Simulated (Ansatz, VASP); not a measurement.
## Mg32O31: VASP beside Ansatz

```xyz
63
Lattice="8.8332 0.0000 0.0000 0.0000 8.8332 0.0000 0.0000 0.0000 8.8332" Properties=species:S:1:pos:R:3 pbc="T T T"
Mg    4.4182   -0.0033   -0.0200
Mg    6.6269    2.2046   -0.0001
Mg    6.6469   -0.0034    2.2086
Mg    0.0016   -0.0033   -0.0058
Mg    2.2096    2.2046    0.0000
Mg    4.4182    4.4133   -0.0820
Mg    6.6269    6.6220   -0.0001
Mg    2.1896   -0.0034    2.2086
Mg    4.4182    2.1225    2.2086
Mg    6.7090    4.4133    2.2085
Mg    4.4183   -0.0034    4.4372
Mg    6.6269    2.2046    4.4172
Mg    6.6327   -0.0033    6.6251
Mg    0.0017    4.4132   -0.0201
Mg    2.2096    6.6220    0.0000
Mg    0.0016    2.1847    2.2086
Mg    2.1278    4.4132    2.2086
Mg    4.4183    6.7036    2.2085
Mg    0.0017   -0.0033    4.4230
Mg    2.2096    2.2047    4.4172
Mg    4.4183    4.4134    4.4990
Mg    6.6269    6.6219    4.4172
Mg    2.2037   -0.0033    6.6251
Mg    4.4183    2.1847    6.6252
Mg    6.6469    4.4133    6.6251
Mg    0.0017    6.6419    2.2085
Mg    0.0017    4.4133    4.4371
Mg    2.2096    6.6219    4.4172
Mg    0.0016    2.1989    6.6252
Mg    2.1896    4.4133    6.6251
Mg    4.4182    6.6419    6.6251
Mg    0.0016    6.6277    6.6252
O     6.6298    2.2017    2.2085
O     0.0017    4.4132    2.2085
O     0.0016    2.2053    4.4164
O     2.2066    2.2016    2.2086
O     6.6300    6.6249    2.2084
O     0.0016   -0.0033    2.2085
O     4.4183    2.2017    4.4199
O     6.6299    4.4133    4.4200
O     0.0016    6.6211    4.4164
O     6.6261    2.2053    6.6250
O     0.0016    4.4132    6.6251
O     0.0017    2.2053    0.0006
O     2.2065    6.6250    2.2085
O     4.4183   -0.0034    2.2085
O     2.2066    4.4133    4.4201
O     4.4183    6.6249    4.4202
O     6.6262   -0.0034    4.4163
O     2.2104    2.2054    6.6250
O     4.4183    4.4133    6.6251
O     6.6262    6.6211    6.6251
O     0.0017   -0.0033    6.6251
O     4.4183    2.2016   -0.0030
O     6.6300    4.4132   -0.0031
O     0.0017    6.6212    0.0006
O     2.2104   -0.0034    4.4164
O     2.2103    6.6211    6.6251
O     4.4183   -0.0034    6.6251
O     2.2065    4.4132   -0.0032
O     4.4182    6.6250   -0.0033
O     6.6262   -0.0033    0.0006
O     2.2104   -0.0033    0.0006
```

Alike in both runs: functional PBE; dispersion D3(BJ); k mesh 1 × 1 × 1; occupations gaussian, width 0.05 eV; no spin polarisation.

Ansatz relaxed the structure, and its values are those at the end. VASP's run is a single point on that final structure, the one shown.

|  | VASP | Ansatz |
| --- | --- | --- |
| version | VASP 6.6.1 | Ansatz 0.2.0 |
| potentials or method | VASP PAW PBE potentials, release 64 (Mg, O), cutoff 520 eV | scalar-relativistic, plane waves, PAW |
| valence electrons in the cell | 250 | 506 |

Ansatz gave:

| Item | Value |
| --- | --- |
| gap on the k mesh at the Fermi level (eV) | 2.09 |
| rms of the force components (eV/Å) | 0.001 |

Question: Estimate VASP's values.

Answer: gap on the k mesh at the Fermi level (eV): 2.09; rms of the force components (eV/Å): 0.004.

VASP's potentials hold 250 valence electrons a cell and Ansatz's 506, so a difference there can come from the potentials and not from the codes.
